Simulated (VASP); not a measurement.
# BeTe (Cmmm) in VASP: single point with PBEsol-based global hybrid with 25 % exact exchange

Aim: the single point of BeTe with PBEsol-based global hybrid with 25 % exact exchange.

Everything below comes from runs of VASP 6.6.1. Logs are shortened: lines on timing, memory, paths and dates and some standing lists are left out, and cuts for length are marked.

## Step 1: The cell of the first run

It takes space group Cmmm (No. 65, orthorhombic). The conventional cell has a = 3.556 Å, b = 8.013 Å, c = 3.501 Å, α = 90.00°, β = 90.00°, γ = 90.00°. Within 3.3 Å of Be (site symmetry mmm) lie 4 Te at 2.49 Å. Within 3.3 Å of Te (site symmetry mmm) lie 4 Be at 2.49 Å.

## Step 2: Single point, PBEsol-based global hybrid with 25 % exact exchange

Contents of POSCAR:

```
BeTe
1.0
    1.7779730419     -4.0066608979      0.0000000000
    1.7779730419      4.0066608979      0.0000000000
    0.0000000000      0.0000000000      3.5005511710
Be Te
1 1
Direct
    0.5000000000      0.5000000000      0.5000000000
    0.0000000000      0.0000000000      0.0000000000
```

Contents of INCAR.step1:

```
PREC = Accurate
ENCUT = 520
EDIFF = 1E-5
ISMEAR = -1
SIGMA = 0.05
LREAL = False
LASPH = True
NELM = 60
ALGO = Normal
ISIF = 2
LWAVE = True
NBANDS = 11
GGA = PE
```

Contents of INCAR.step2:

```
PREC = Accurate
ENCUT = 520
EDIFF = 1E-6
ISMEAR = -1
SIGMA = 0.05
LREAL = False
LASPH = True
NELM = 60
ALGO = Normal
ISIF = 2
LWAVE = False
LCHARG = True
GGA = PS
LHFCALC = True
AEXX = 0.25
PRECFOCK = Normal
LELF = True
LVHAR = True
NBANDS = 11
ISTART = 1
```

Contents of KPOINTS:

```
regular mesh
0
Gamma
  4 4 4
```

Potentials or basis: VASP PAW PBE potentials, release 64 (Be, Te).

Run with:

```bash
$ cat potpaw_PBE.64/Be/POTCAR potpaw_PBE.64/Te/POTCAR > POTCAR
$ cp INCAR.step1 INCAR
$ mpirun -np 1 vasp_std > vasp.out
$ cp INCAR.step2 INCAR
$ mpirun -np 1 vasp_std > vasp.out
```

OUTCAR:

```text
PREC = Accurate
   ENCUT = 520
   EDIFF = 1E-6
   ISMEAR = -1
   LREAL = False
   LASPH = True
   NELM = 60
   ISIF = 2
   GGA = PS
   LHFCALC = True
   AEXX = 0.25
   PRECFOCK = Normal
   ISTART = 1

 ion  position               nearest neighbor table
   1  0.500  0.500  0.500-   2 2.49   2 2.49   2 2.49   2 2.49
   2  0.000  0.000  0.000-   1 2.49   1 2.49   1 2.49   1 2.49

  LATTYP: Found a base centered orthorhombic cell.
 ALAT       =     3.5559460838
 B/A-ratio  =     2.2534992396
 C/A-ratio  =     0.9844218918

  Lattice vectors:

 A1 = (   1.7779730419,  -4.0066608979,   0.0000000000)
 A2 = (   1.7779730419,   4.0066608979,   0.0000000000)
 A3 = (   0.0000000000,   0.0000000000,   3.5005511710)

Analysis of symmetry for initial positions (statically):
=====================================================================
 Subroutine PRICEL returns:
 Original cell was already a primitive cell.

 Routine SETGRP: Setting up the symmetry group for a
 base centered orthorhombic supercell.

 Subroutine GETGRP returns: Found  8 space group operations
 (whereof  8 operations were pure point group operations)
 out of a pool of  8 trial point group operations.

The static configuration has the point symmetry D_2h.

Analysis of symmetry for dynamics (positions and initial velocities):
=====================================================================
 Subroutine PRICEL returns:
 Original cell was already a primitive cell.

 Routine SETGRP: Setting up the symmetry group for a
 base centered orthorhombic supercell.

 Subroutine GETGRP returns: Found  8 space group operations
 (whereof  8 operations were pure point group operations)
 out of a pool of  8 trial point group operations.

The dynamic configuration has the point symmetry D_2h.

 Subroutine INISYM returns: Found  8 space group operations
 (whereof  8 operations are pure point group operations),
 and found     1 'primitive' translations

----------------------------------------------------------------------------------------

                                     Primitive cell

  volume of cell :      49.8740

  direct lattice vectors                    reciprocal lattice vectors
     1.777973042 -4.006660898  0.000000000     0.281219112 -0.124792193  0.000000000
     1.777973042  4.006660898  0.000000000     0.281219112  0.124792193  0.000000000
     0.000000000  0.000000000  3.500551171     0.000000000  0.000000000  0.285669299

  length of vectors
     4.383436972  4.383436972  3.500551171     0.307664233  0.307664233  0.285669299

  position of ions in fractional coordinates (direct lattice)
     0.500000000  0.500000000  0.500000000
     0.000000000  0.000000000  0.000000000

  ion indices of the primitive-cell ions
   primitive index   ion index
                 1           1
                 2           2

----------------------------------------------------------------------------------------

 KPOINTS: regular mesh

Automatic generation of k-mesh.
 Grid dimensions read from file:
 generate k-points for:    4    4    4

 Generating k-lattice:

  Cartesian coordinates                     Fractional coordinates (reciprocal lattice)
     0.070304778 -0.031198048  0.000000000     0.250000000 -0.000000000  0.000000000
     0.070304778  0.031198048  0.000000000    -0.000000000  0.250000000  0.000000000
     0.000000000  0.000000000  0.071417325     0.000000000  0.000000000  0.250000000

  Length of vectors
     0.076916058  0.076916058  0.071417325

  Shift w.r.t. Gamma in fractional coordinates (k-lattice)
     0.000000000  0.000000000  0.000000000

 Subroutine IBZKPT returns following result:
 ===========================================

 Found     21 irreducible k-points:

 Following reciprocal coordinates:
            Coordinates               Weight
  0.000000  0.000000  0.000000      1.000000
  0.250000  0.000000  0.000000      4.000000
  0.500000  0.000000  0.000000      2.000000
  0.250000  0.250000  0.000000      2.000000
  0.500000  0.250000  0.000000      4.000000
 -0.250000  0.250000  0.000000      2.000000
[... 13 lines left out ...]
 -0.250000  0.250000  0.500000      2.000000
  0.500000  0.500000  0.500000      1.000000
   k-points           NKPTS =     21   k-points in BZ     NKDIM =     64   number of bands    NBANDS=     11
   number of dos      NEDOS =    301   number of ions     NIONS =      2
   total plane-waves  NPLWV =  36288
   dimension x,y,z NGX =    36 NGY =   36 NGZ =   28
   dimension x,y,z NGXF=    72 NGYF=   72 NGZF=   56
   ions per type =               1   1
   NGX,Y,Z   is equivalent  to a cutoff of  13.65, 13.65, 13.30 a.u.
   NGXF,Y,Z  is equivalent  to a cutoff of  27.31, 27.31, 26.60 a.u.
 SYSTEM =  unknown system
   PREC   = accura    normal or accurate (medium, high low for compatibility)
   ISTART =      1    job   : 0-new  1-cont  2-samecut
   ICHARG =      0    charge: 1-file 2-atom 10-const
   ISPIN  =      1    spin polarized calculation?
   LNONCOLLINEAR =      F non collinear calculations
   LSORBIT =      F    spin-orbit coupling
   LASPH  =      T    aspherical Exc in radial PAW
   ENCUT  =  520.0 eV  38.22 Ry    6.18 a.u.   8.15  8.15  6.51*2*pi/ulx,y,z
   NELM   =     60;   NELMIN=  2; NELMDL=  0     # of ELM steps
   EDIFF  = 0.1E-05   stopping-criterion for ELM
   LREAL  =      F    real-space projection
   EDIFFG = 0.1E-04   stopping-criterion for IOM
   NSW    =      0    number of steps for IOM
   IBRION =     -1    ionic relax: 0-MD 1-quasi-New 2-CG
   NFREE  =      0    steps in history (QN), initial steepest desc. (CG)
   ISIF   =      2    stress and relaxation
   ISYM   =      3    0-nonsym 1-usesym 2-fastsym
   POTIM  = 0.5000    time-step for ionic-motion
   TEBEG  =    0.0;   TEEND  =   0.0 temperature during run
   PSTRESS=    0.0 pullay stress
   NELECT =       8.0000    total number of electrons
   NUPDOWN=      -1.0000    fix difference up-down
   EMIN   =  10.00;   EMAX   =-10.00  energy-range for DOS
   EFERMI =   0.00;   METHOD = LEGACY
   ISMEAR =    -1;   SIGMA  =   0.05  broadening in eV -4-tet -1-fermi 0-gaus
   EFERMI_NEDOS =   21; number of points for ismear=-14 and -15
   IALGO  =     38    algorithm
   IMIX   =      1    mixing-type and parameters
     AMIX     =   0.40;   BMIX     =  1.00
     AMIX_MAG =   1.60;   BMIX_MAG =  1.00
  volume/ion in A,a.u.               =      24.94       168.28
  Fermi-wavevector in a.u.,A,eV,Ry     =   0.889502  1.680914 10.765109  0.791213
  Thomas-Fermi vector in A             =   2.011070
   LORBIT       =      0    0 simple, 1 ext, 2 COOP (PROOUT), +10 PAW based schemes
   GGA     = PS    functional components
   LHFCALC =     T    Hartree Fock is set to
   PRECFOCK=normal    Normal, Fast or Accurate (Low or Medium for compatibility)
   ENCUT4O =  -1.0   cutoff for four orbital integrals eV
   NKREDX  =     1    reduce k-point grid by
   NKREDY  =     1    reduce k-point grid by
   NKREDZ  =     1    reduce k-point grid by
   AEXX    =    0.2500 exact exchange contribution
   HFSCREEN=    0.0000 screening length (either q_TF or 0.3 A-1)
   HFSCREENC=   0.0000 screening length for correlation (either q_TF or 0.3 A-1)
   ENCUTFOCK=  -1.0 apply spherical cutoff to Coloumb kernel
   IVDW    =     0    specifies the selected vdW correction
   LEPSILON=     F    determine dielectric tensor
   LRPA    =     F    only Hartree local field effects (RPA)
 non-spin polarized calculation
  energy-cutoff  :      520.00
  volume of cell :       49.87
 maximum number of plane-waves:      1361
 NGX is ok and might be reduce to    36
  NGX = 28; NGY = 28; NGZ = 20

 number of electron       8.0000000 magnetization

 Free energy of the ion-electron system (eV)
  ---------------------------------------------------
  ext. energy  EPLUGINS =         0.00000000
  ---------------------------------------------------
  free energy    TOTEN  =        -7.98516334 eV

  energy without entropy =       -7.98164077  energy(sigma->0) =       -7.98340206

 E-fermi :   4.6378     XC(G=0):  -6.9311

 val. band max:        4.5827969648   @ k =   0.5000   0.2500   0.5000
 cond. band min:       5.1074341155   @ k =   0.5000   0.5000   0.5000
 fundamental gap:      0.5246371507
 Fermi energy:         4.6377534961

 k-point     1 :       0.0000    0.0000    0.0000
  band No.  band energies     occupation
      1     -10.3350      2.00000
      2       1.5033      2.00000
      3       1.9243      2.00000
      4       1.9960      2.00000
      5       6.9957      0.00000
      6       8.9089      0.00000
      7       9.9786      0.00000
      8      11.0693      0.00000
      9      14.2116      0.00000
     10      15.1035      0.00000
     11      15.1894      0.00000

 k-point     2 :       0.2500    0.0000    0.0000
  band No.  band energies     occupation
      1      -9.7227      2.00000
      2      -1.2037      2.00000
      3       1.5739      2.00000
      4       2.9790      2.00000
      5       7.8464      0.00000
      6       8.5755      0.00000
      7      10.2114      0.00000
      8      11.4383      0.00000
      9      13.3011      0.00000
     10      14.2622      0.00000
     11      15.9190      0.00000

 k-point     3 :       0.5000    0.0000    0.0000
  band No.  band energies     occupation
      1      -8.8258      2.00000
      2      -3.5496      2.00000
      3       1.8500      2.00000
      4       5.4603      0.00000
      5       5.9684      0.00000
      6       8.2818      0.00000
      7       9.5392      0.00000
      8      11.8484      0.00000
      9      14.2858      0.00000
     10      14.9562      0.00000
     11      18.0304      0.00000
[... 225 lines left out ...]
 k-point    20 :      -0.2500    0.2500    0.5000
  band No.  band energies     occupation
      1      -8.7171      2.00000
      2      -3.4995      2.00000
      3       1.8616      2.00000
      4       5.2426      0.00001
      5       6.0757      0.00000
      6       7.9985      0.00000
      7       9.2687      0.00000
      8      11.6773      0.00000
      9      13.8797      0.00000
     10      15.2450      0.00000
     11      17.7401      0.00000

 k-point    21 :       0.5000    0.5000    0.5000
  band No.  band energies     occupation
      1      -8.5424      2.00000
      2      -3.2245      2.00000
      3       0.7915      2.00000
      4       4.2577      1.99900
      5       5.1074      0.00017
      6       7.8440      0.00000
      7       9.0583      0.00000
      8      11.5946      0.00000
      9      17.4360      0.00000
     10      17.7376      0.00000
     11      19.8353      0.00000

------------------------ aborting loop because EDIFF is reached ----------------------------------------

  FORCE on cell =-STRESS in cart. coord.  units (eV):
  Direction    XX          YY          ZZ          XY          YZ          ZX
  --------------------------------------------------------------------------------------
  -------------------------------------------------------------------------------------
  Total       -0.3652852     -0.1493921     -0.0150631      0.0000000      0.0000000      0.0000000
  in kB      -11.7346060     -4.7991462     -0.4838959      0.0000000      0.0000000      0.0000000
  external PRESSURE =      -5.6725494 kB  Pullay stress =       0.0000000 kB

 VOLUME and BASIS-vectors are now :
 -----------------------------------------------------------------------------
  energy-cutoff  :      520.00
  volume of cell :       49.87
      direct lattice vectors                 reciprocal lattice vectors
     1.777973042 -4.006660898  0.000000000     0.281219112 -0.124792193  0.000000000
     1.777973042  4.006660898  0.000000000     0.281219112  0.124792193  0.000000000
     0.000000000  0.000000000  3.500551171     0.000000000  0.000000000  0.285669299

 POSITION                                       TOTAL-FORCE (eV/Angst)
 -----------------------------------------------------------------------------------
      1.77797      0.00000      1.75028         0.000000      0.000000      0.000000
      0.00000      0.00000      0.00000         0.000000      0.000000      0.000000
 -----------------------------------------------------------------------------------
    total drift:                               -0.000001      0.000000     -0.000001

  FREE ENERGIE OF THE ION-ELECTRON SYSTEM (eV)
  ---------------------------------------------------
  free  energy   TOTEN  =        -7.9851633429 eV

  energy  without entropy=       -7.9816407680  energy(sigma->0) =       -7.98340206
```

It took 14 min on 1 thread of Intel Xeon 8259CL, shared host; peak memory 0.19 GiB.

What came out:

- Free energy: -7.9852 eV
- Pressure: -0.6 GPa
- Band gap on the k mesh: zero (bands 4 and 5 overlap by 2.42 eV)

Levels at points of the mesh, in eV from the Fermi level:
| k point | band 1 | band 2 | band 3 | band 4 | band 5 | band 6 | band 7 | band 8 |
| --- | --- | --- | --- | --- | --- | --- | --- | --- |
| (0.00, 0.00, 0.00) | -14.97 | -3.13 | -2.71 | -2.64 | 2.36 | 4.27 | 5.34 | 6.43 |
| (0.50, 0.00, 0.00) | -13.46 | -8.19 | -2.79 | 0.82 | 1.33 | 3.64 | 4.90 | 7.21 |
| (0.50, 0.50, 0.00) | -14.59 | -6.03 | -2.98 | -2.38 | 2.83 | 5.44 | 6.45 | 9.94 |
| (0.00, 0.00, 0.50) | -13.51 | -8.37 | -1.31 | 0.75 | 3.46 | 3.53 | 4.87 | 6.22 |
| (0.50, 0.00, 0.50) | -11.76 | -6.88 | -6.80 | -2.05 | -1.44 | 3.51 | 5.56 | 5.90 |
| (0.50, 0.50, 0.50) | -13.18 | -7.86 | -3.85 | -0.38 | 0.47 | 3.21 | 4.42 | 6.96 |

Caveat: the k points lie up to 0.48 Å⁻¹ apart, too coarse for converged energies and pressures of a metal; the PAW data sets were made with another functional, which shifts forces and pressure a little; spin-orbit coupling is left out, which moves the levels of the heavy elements.

The gap in the log of VASP goes by the Fermi energy; the results here count the filled bands.